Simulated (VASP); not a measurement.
Wanted: the native input for a VASP 6.6.1 run.

```
Task                   : relaxation of cell and atoms
Functional             : LDA
Potentials or basis    : VASP PAW LDA potentials, release 64 (Ni)
Cutoff                 : 600 eV
k mesh                 : 16 × 16 × 16
Occupations            : fermi-dirac, width 0.05 eV
Spin                   : collinear spin, ferromagnetic start
Starting moments       : [0.8] μB
Dipole correction      : no
Further INCAR settings : ALGO = Normal; EDIFF = 1e-06; IBRION = 2; EDIFFG = -0.01; NSW = 80; ISIF = 3
```

The structure of Ni lies in POSCAR:

```
Ni
1.0
   -1.3984527048      1.3984527048      1.3984527048
    1.3984527048     -1.3984527048      1.3984527048
    1.3984527048      1.3984527048     -1.3984527048
Ni
1
Direct
    0.0000000000      0.0000000000      0.0000000000
```

One way to write it, as run:

INCAR

```
SYSTEM = Ni
  PREC = Accurate
  ENCUT = 600
  EDIFF = 1E-6
  ISMEAR = -1
  SIGMA = 0.05
  LREAL = .False.
  LASPH = .True.
  NELM = 150
  ALGO = Normal
  ISIF = 3
  LWAVE = .False.
  LCHARG = .False.
  ISPIN = 2
  MAGMOM = 0.8
  LORBIT = 11
  LMAXMIX = 4
  GGA = CA
  IBRION = 2
  NSW = 80
  EDIFFG = -0.01
```

KPOINTS

```
regular mesh
0
Gamma
  16 16 16
  0 0 0
```

Potentials or basis: VASP PAW LDA potentials, release 64 (Ni).

Launch:

```bash
$ cat potpaw_LDA.64/Ni/POTCAR > POTCAR
$ mpirun -np 1 vasp_std > vasp.out
```

Results of the run:

```yaml
Relaxed_volume: 10.06 Å³/atom
Relaxed_cell: a = 2.356 Å, b = 2.356 Å, c = 2.356 Å, α = 109.47°, β = 109.47°, γ = 109.47°
Space_group_after_relaxing_to_0.05_Å: Im-3m (No. 229)
Energy_gained_by_relaxing: 47.7 meV/atom
Ionic_steps: 4
Pressure_after_relaxing: 0.1 GPa
Net_moment: 0.36 μB per cell
Site_moments: Ni +0.36 μB
Valence_electrons_inside_the_program's_atomic_spheres: Ni 9.47
```

It took 2.6 min on 1 thread of Intel Xeon 8259CL, on a shared host, peak memory 0.16 GiB.
